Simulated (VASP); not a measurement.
# YBe2Al2Au (P4/mmm) in VASP: further runs, part 2 of 2

VASP 6.6.1.

## Step 3: Single point, PBE

This run uses another cell than the first one, of 18.14 Å³/atom.

Contents of INCAR:

```
SYSTEM = YBe2Al2Au
PREC     = Accurate       ! precision mode
ENCUT    = 520            ! plane-wave cutoff, eV
EDIFF    = 1E-6           ! SCF threshold, eV
ISMEAR   = 0              ! smearing method
SIGMA    = 0.1            ! smearing width, eV
LREAL    = .FALSE.        ! projectors in reciprocal space
LASPH    = .TRUE.         ! aspherical terms in the spheres
NELM     = 100            ! most SCF steps
ALGO     = Fast           ! electronic algorithm
ISIF     = 2              ! what is computed and relaxed
LWAVE    = .FALSE.        ! write WAVECAR
LCHARG   = .FALSE.        ! write CHGCAR
GGA      = PE             ! functional
NBANDS   = 25             ! bands
```

Contents of KPOINTS:

```
Automatic mesh
0
G
  4 4 4
  0 0 0
```

Contents of POSCAR:

```
YBe2Al2Au
1.0
    4.3732560868      0.0000000000      0.0000000000
    0.0000000000      4.3732560868      0.0000000000
    0.0000000000      0.0000000000      5.6915866712
Y Be Al Au
1 2 2 1
Direct
    0.0000000000      0.0000000000      0.5000000000
    0.0000000000      0.5000000000      0.0000000000
    0.5000000000      0.0000000000      0.0000000000
    0.5000000000      0.5000000000      0.2652861849
    0.5000000000      0.5000000000      0.7347138151
    0.0000000000      0.0000000000      0.0000000000
```

Potentials or basis: VASP PAW PBE potentials, release 64 (Y_sv, Be, Al, Au).

Command:

```console
$ cat potpaw_PBE.64/Y_sv/POTCAR potpaw_PBE.64/Be/POTCAR potpaw_PBE.64/Al/POTCAR potpaw_PBE.64/Au/POTCAR > POTCAR
$ mpirun -np 1 vasp_std > vasp.out
```

OUTCAR:

```text
SYSTEM = YBe2Al2Au
   PREC = Accurate
   ENCUT = 520
   EDIFF = 1E-6
   ISMEAR = 0
   LREAL = .FALSE.
   LASPH = .TRUE.
   NELM = 100
   ISIF = 2
   GGA = PE

 ion  position               nearest neighbor table
   1  0.000  0.000  0.500-   6 2.85   6 2.85   4 3.37   5 3.37   4 3.37   5 3.37   4 3.37   5 3.37
                             4 3.37   5 3.37
   2  0.000  0.500  0.000-   6 2.19   6 2.19   4 2.66   5 2.66   4 2.66   5 2.66
   3  0.500  0.000  0.000-   6 2.19   6 2.19   4 2.66   4 2.66   5 2.66   5 2.66
   4  0.500  0.500  0.265-   2 2.66   3 2.66   3 2.66   2 2.66   5 2.67   5 3.02   1 3.37   1 3.37
                             1 3.37   1 3.37   6 3.44   6 3.44   6 3.44   6 3.44
   5  0.500  0.500  0.735-   2 2.66   3 2.66   3 2.66   2 2.66   4 2.67   4 3.02   1 3.37   1 3.37
                             1 3.37   1 3.37   6 3.44   6 3.44   6 3.44   6 3.44
   6  0.000  0.000  0.000-   2 2.19   3 2.19   2 2.19   3 2.19   1 2.85   1 2.85   5 3.44   4 3.44
                             5 3.44   4 3.44   4 3.44   5 3.44   4 3.44   5 3.44

  LATTYP: Found a simple tetragonal cell.
 ALAT       =     4.3732560868
 C/A-ratio  =     1.3014528668

  Lattice vectors:

 A1 = (   4.3732560868,   0.0000000000,   0.0000000000)
 A2 = (   0.0000000000,   4.3732560868,   0.0000000000)
 A3 = (   0.0000000000,   0.0000000000,   5.6915866712)

Analysis of symmetry for initial positions (statically):
=====================================================================
 Subroutine PRICEL returns:
 Original cell was already a primitive cell.

 Routine SETGRP: Setting up the symmetry group for a
 simple tetragonal supercell.

 Subroutine GETGRP returns: Found 16 space group operations
 (whereof 16 operations were pure point group operations)
 out of a pool of 16 trial point group operations.

The static configuration has the point symmetry D_4h.

Analysis of symmetry for dynamics (positions and initial velocities):
=====================================================================
 Subroutine PRICEL returns:
 Original cell was already a primitive cell.

 Routine SETGRP: Setting up the symmetry group for a
 simple tetragonal supercell.

 Subroutine GETGRP returns: Found 16 space group operations
 (whereof 16 operations were pure point group operations)
 out of a pool of 16 trial point group operations.

The dynamic configuration has the point symmetry D_4h.

 Subroutine INISYM returns: Found 16 space group operations
 (whereof 16 operations are pure point group operations),
 and found     1 'primitive' translations

----------------------------------------------------------------------------------------

                                     Primitive cell

  volume of cell :     108.8537

  direct lattice vectors                    reciprocal lattice vectors
     4.373256087  0.000000000  0.000000000     0.228662575  0.000000000  0.000000000
     0.000000000  4.373256087  0.000000000     0.000000000  0.228662575  0.000000000
     0.000000000  0.000000000  5.691586671     0.000000000  0.000000000  0.175697931

  length of vectors
     4.373256087  4.373256087  5.691586671     0.228662575  0.228662575  0.175697931

  position of ions in fractional coordinates (direct lattice)
     0.000000000  0.000000000  0.500000000
     0.000000000  0.500000000  0.000000000
     0.500000000  0.000000000  0.000000000
[... 44 lines left out ...]
  0.250000  0.250000  0.000000      4.000000
  0.500000  0.250000  0.000000      4.000000
  0.500000  0.500000  0.000000      1.000000
[... 10 lines left out ...]
  0.500000  0.250000  0.500000      4.000000
  0.500000  0.500000  0.500000      1.000000
   k-points           NKPTS =     18   k-points in BZ     NKDIM =     18   number of bands    NBANDS=     25
   number of dos      NEDOS =    301   number of ions     NIONS =      6
   total plane-waves  NPLWV =  54432
   dimension x,y,z NGX =    36 NGY =   36 NGZ =   42
   dimension x,y,z NGXF=    72 NGYF=   72 NGZF=   84
   ions per type =               1   2   2   1
   NGX,Y,Z   is equivalent  to a cutoff of  13.69, 13.69, 12.27 a.u.
   NGXF,Y,Z  is equivalent  to a cutoff of  27.37, 27.37, 24.54 a.u.
 SYSTEM =  YBe2Al2Au
   PREC   = accura    normal or accurate (medium, high low for compatibility)
   ISTART =      0    job   : 0-new  1-cont  2-samecut
   ICHARG =      2    charge: 1-file 2-atom 10-const
   ISPIN  =      1    spin polarized calculation?
   LNONCOLLINEAR =      F non collinear calculations
   LSORBIT =      F    spin-orbit coupling
   LASPH  =      T    aspherical Exc in radial PAW
   ENCUT  =  520.0 eV  38.22 Ry    6.18 a.u.   8.13  8.13 10.58*2*pi/ulx,y,z
   NELM   =    100;   NELMIN=  2; NELMDL= -5     # of ELM steps
   EDIFF  = 0.1E-05   stopping-criterion for ELM
   LREAL  =      F    real-space projection
   EDIFFG = 0.1E-04   stopping-criterion for IOM
   NSW    =      0    number of steps for IOM
   IBRION =     -1    ionic relax: 0-MD 1-quasi-New 2-CG
   NFREE  =      0    steps in history (QN), initial steepest desc. (CG)
   ISIF   =      2    stress and relaxation
   ISYM   =      2    0-nonsym 1-usesym 2-fastsym
   POTIM  = 0.5000    time-step for ionic-motion
   TEBEG  =    0.0;   TEEND  =   0.0 temperature during run
   PSTRESS=    0.0 pullay stress
   NELECT =      32.0000    total number of electrons
   NUPDOWN=      -1.0000    fix difference up-down
   EMIN   =  10.00;   EMAX   =-10.00  energy-range for DOS
   EFERMI =   0.00;   METHOD = LEGACY
   ISMEAR =     0;   SIGMA  =   0.10  broadening in eV -4-tet -1-fermi 0-gaus
   EFERMI_NEDOS =   21; number of points for ismear=-14 and -15
   IALGO  =     68    algorithm
   IMIX   =      4    mixing-type and parameters
     AMIX     =   0.40;   BMIX     =  1.00
     AMIX_MAG =   1.60;   BMIX_MAG =  1.00
  volume/ion in A,a.u.               =      18.14       122.43
  Fermi-wavevector in a.u.,A,eV,Ry     =   1.088538  2.057039 16.121760  1.184916
  Thomas-Fermi vector in A             =   2.224722
   LORBIT       =      0    0 simple, 1 ext, 2 COOP (PROOUT), +10 PAW based schemes
   GGA     = PE    functional components
   LHFCALC =     F    Hartree Fock is set to
   AEXX    =    0.0000 exact exchange contribution
   IVDW    =     0    specifies the selected vdW correction
   LEPSILON=     F    determine dielectric tensor
   LRPA    =     F    only Hartree local field effects (RPA)
 non-spin polarized calculation
 RMM-DIIS sequential band-by-band and
 Gauss-broadening in eV      SIGMA  =   0.10
  energy-cutoff  :      520.00
  volume of cell :      108.85
 maximum number of plane-waves:      2976
 NGX is ok and might be reduce to    36
   NGX = 17   NGY = 17   NGZ = 21

 number of electron      31.9999998 magnetization

 Free energy of the ion-electron system (eV)
  ---------------------------------------------------
  ext. energy  EPLUGINS =         0.00000000
  ---------------------------------------------------
  free energy    TOTEN  =       -24.52342005 eV

  energy without entropy =      -24.50605214  energy(sigma->0) =      -24.51473610

 E-fermi :   5.9269     XC(G=0): -10.0407

 val. band max:        5.9259105974   @ k =   0.2500   0.2500   0.0000
 cond. band min:       5.9588823735   @ k =   0.2500   0.2500   0.5000
 fundamental gap:      0.0329717761
 Fermi energy:         5.9269236080

 k-point     1 :       0.0000    0.0000    0.0000
  band No.  band energies     occupation
      1     -37.2555      2.00000
      2     -17.3042      2.00000
      3     -17.1969      2.00000
      4     -17.1969      2.00000
      5      -3.6654      2.00000
      6      -0.9899      2.00000
[... 493 lines left out ...]
     24      10.8202      0.00000
     25      10.8208      0.00000

------------------------ aborting loop because EDIFF is reached ----------------------------------------

  FORCE on cell =-STRESS in cart. coord.  units (eV):
  Direction    XX          YY          ZZ          XY          YZ          ZX
  --------------------------------------------------------------------------------------
  -------------------------------------------------------------------------------------
  Total       -0.0350208     -0.0350208     -0.0412283      0.0000000      0.0000000     -0.0000000
  in kB       -0.5154589     -0.5154589     -0.6068237      0.0000000      0.0000000     -0.0000000
  external PRESSURE =      -0.5459138 kB  Pullay stress =       0.0000000 kB

 VOLUME and BASIS-vectors are now :
 -----------------------------------------------------------------------------
  energy-cutoff  :      520.00
  volume of cell :      108.85
      direct lattice vectors                 reciprocal lattice vectors
     4.373256087  0.000000000  0.000000000     0.228662575  0.000000000  0.000000000
     0.000000000  4.373256087  0.000000000     0.000000000  0.228662575  0.000000000
     0.000000000  0.000000000  5.691586671     0.000000000  0.000000000  0.175697931

 POSITION                                       TOTAL-FORCE (eV/Angst)
 -----------------------------------------------------------------------------------
      0.00000      0.00000      2.84579         0.000000      0.000000      0.000000
      0.00000      2.18663      0.00000         0.000000      0.000000      0.000000
      2.18663      0.00000      0.00000         0.000000      0.000000      0.000000
      2.18663      2.18663      1.50990         0.000000     -0.000000     -0.008136
      2.18663      2.18663      4.18169         0.000000      0.000000      0.008136
      0.00000      0.00000      0.00000         0.000000      0.000000      0.000000
 -----------------------------------------------------------------------------------
    total drift:                                0.000000     -0.000000      0.000000

  FREE ENERGIE OF THE ION-ELECTRON SYSTEM (eV)
  ---------------------------------------------------
  free  energy   TOTEN  =       -24.5234200544 eV

  energy  without entropy=      -24.5060521414  energy(sigma->0) =      -24.51473610
```

Run time: 1.9 min. Hardware: 1 thread of Intel Xeon 8259CL, shared host; peak memory 0.28 GiB.

Results:

| Property | Result |
| --- | --- |
| Free energy | -24.5234 eV |
| Pressure | -0.1 GPa |
| Largest force | 0.008 eV/Å |
| Band gap on the k mesh | zero (bands 16 and 17 overlap by 0.81 eV) |

Forces on the atoms (eV/Å):
```
Y    0.000  0.000  0.000
Be   0.000  0.000  0.000
Be   0.000  0.000  0.000
Al   0.000  0.000 -0.008
Al   0.000  0.000  0.008
Au   0.000  0.000  0.000
```

Levels at points of the mesh, in eV from the Fermi level:
```
           k point  band 13  band 14  band 15  band 16  band 17  band 18  band 19  band 20
(0.00, 0.00, 0.00)    -2.56    -2.56    -0.90    -0.38     1.63     1.63     1.86     2.07
(0.50, 0.00, 0.00)    -2.28    -1.90    -1.77    -0.79    -0.16     0.51     2.13     2.40
(0.50, 0.50, 0.00)    -4.73    -2.25    -1.65    -0.49    -0.49     1.09     1.09     2.03
(0.00, 0.00, 0.50)    -2.65    -1.50    -1.11    -0.72     1.17     1.17     2.02     2.19
(0.50, 0.00, 0.50)    -3.92    -0.77    -0.48     0.04     0.14     0.58     1.50     1.80
(0.50, 0.50, 0.50)    -4.71    -3.62    -1.44    -1.44    -0.71     2.21     2.21     2.62
```

Caveat: spin-orbit coupling is left out, which moves the levels of the heavy elements.

## Step 4: Relaxation of cell and atoms, PBE

Contents of INCAR:

```
PREC = Accurate
ENCUT = 600
EDIFF = 1E-6
ISMEAR = 0
SIGMA = 0.1
LREAL = False
LASPH = True
NELM = 60
ALGO = Normal
ISIF = 3
LWAVE = False
LCHARG = False
GGA = PE
IBRION = 2
NSW = 90
EDIFFG = -0.04
```

Contents of KPOINTS:

```
Automatic mesh
0
Gamma
  4 4 4
```

Contents of POSCAR:

```
YBe2Al2Au
1.0
    3.9397801300      0.0000000000      0.0000000000
    0.0000000000      3.9397801300      0.0000000000
    0.0000000000      0.0000000000      5.1838865600
Y Be Al Au
1 2 2 1
Direct
    0.0000000000      0.0000000000      0.5000000000
    0.0000000000      0.5000000000      0.0000000000
    0.5000000000      0.0000000000      0.0000000000
    0.5000000000      0.5000000000      0.2707569900
    0.5000000000      0.5000000000      0.7292430100
    0.0000000000      0.0000000000      0.0000000000
```

Command:

```console
$ cat potpaw_PBE.64/Y_sv/POTCAR potpaw_PBE.64/Be/POTCAR potpaw_PBE.64/Al/POTCAR potpaw_PBE.64/Au/POTCAR > POTCAR
$ mpirun -np 1 vasp_std > vasp.out
```

Wall time 5.2 min (1 thread of Intel Xeon 8259CL, shared host); peak memory 0.24 GiB.

It converged, with:

| Property | Result |
| --- | --- |
| Free energy | -24.5191 eV |
| Relaxed volume | 18.14 Å³/atom |
| Relaxed cell | a = 4.372 Å, b = 4.372 Å, c = 5.694 Å, α = 90.00°, β = 90.00°, γ = 90.00° |
| Space group after relaxing (to 0.1 Å) | P4/mmm (No. 123) |
| Energy gained by relaxing | 521.0 meV/atom |
| Ionic steps | 9 |
| Pressure after relaxing | -0.1 GPa |
| Largest force after relaxing | 0.024 eV/Å |
| Band gap on the k mesh | zero (bands 16 and 17 overlap by 0.82 eV) |

Forces in eV/Å, atoms in the order of the input:
```
Y    0.000  0.000  0.000
Be   0.000  0.000  0.000
Be   0.000  0.000  0.000
Al   0.000  0.000 -0.024
Al   0.000  0.000  0.024
Au   0.000  0.000  0.000
```

The path:
| step | energy change (eV) | largest force (eV/Å) | pressure (GPa) | volume (Å³) |
| --- | --- | --- | --- | --- |
| 1 | 0.0000 | 0.5554 | 45.03 | 80.46 |
| 2 | -2.2102 | 0.0143 | -10.19 | 132.82 |
| 3 | -3.1223 | 0.0548 | -0.11 | 108.99 |
| 4 | -3.1218 | 0.0604 | 0.35 | 108.36 |
| 5 | -3.1245 | 0.0638 | 0.32 | 108.37 |
| 6 | -3.1249 | 0.0669 | 0.31 | 108.37 |
| 7 | -3.1256 | 0.0409 | -0.10 | 108.93 |
| 8 | -3.1256 | 0.0416 | -0.09 | 108.91 |
| 9 | -3.1258 | 0.0238 | -0.06 | 108.85 |

Final structure:
```
Y Be Al Au
1.0
     4.37237    0.00000    0.00000
     0.00000    4.37237    0.00000
     0.00000    0.00000    5.69390
Y Be Al Au
1 2 2 1
Cartesian
  4.3724 0.0000 2.8470
  4.3724 2.1862 0.0000
  2.1862 0.0000 0.0000
  2.1862 2.1862 1.5133
  2.1862 2.1862 4.1806
  4.3724 0.0000 0.0000
```

Levels at points of the mesh, in eV from the Fermi level:
```csv
k point,band 13,band 14,band 15,band 16,band 17,band 18,band 19,band 20
"(0.00, 0.00, 0.00)",-2.56,-2.56,-0.89,-0.38,1.63,1.63,1.86,2.07
"(0.50, 0.00, 0.00)",-2.28,-1.90,-1.77,-0.79,-0.16,0.52,2.14,2.40
"(0.50, 0.50, 0.00)",-4.73,-2.25,-1.65,-0.49,-0.49,1.08,1.08,2.03
"(0.00, 0.00, 0.50)",-2.64,-1.51,-1.11,-0.72,1.17,1.17,2.02,2.19
"(0.50, 0.00, 0.50)",-3.93,-0.77,-0.48,0.05,0.14,0.59,1.49,1.80
"(0.50, 0.50, 0.50)",-4.70,-3.62,-1.44,-1.44,-0.71,2.21,2.21,2.61
```

Caveat: the k points lie up to 0.36 Å⁻¹ apart in the final cell, too coarse for converged energies and pressures of a metal; the volume moved by over 15 % at a fixed basis, so the end points are rough; spin-orbit coupling is left out, which moves the levels of the heavy elements.

## Step 5: The runs side by side

```csv
task,cell,cutoff (eV),gap on the mesh (eV),pressure (GPa),largest force (eV/Å)
single point,"a = 3.940, b = 3.940, c = 5.184 Å, 6 atoms, atomic positions A",520,none,45.0,0.56
single point,"a = 4.373, b = 4.373, c = 5.692 Å, 6 atoms, atomic positions B",520,none,-0.1,0.01
relaxation of cell and atoms,"relaxed from a = 3.940, b = 3.940, c = 5.184 Å, 6 atoms, atomic positions A",600,none,-0.1,0.02
```

Alike in all rows: level PBE; potentials or basis VASP PAW PBE potentials, release 64 (Y_sv, Be, Al, Au); no spin polarisation; k mesh 4 × 4 × 4; smearing gaussian 0.1 eV.

Caveats: some runs use coarse meshes; spin-orbit coupling is left out, which moves the levels of the heavy elements; the volume moved by over 15 % at a fixed basis, so the end points are rough (at least some runs).

Total energies depend on the potentials used, so only differences within one code and one set of settings carry meaning.

The gap in the log of VASP goes by the Fermi energy; the results here count the filled bands.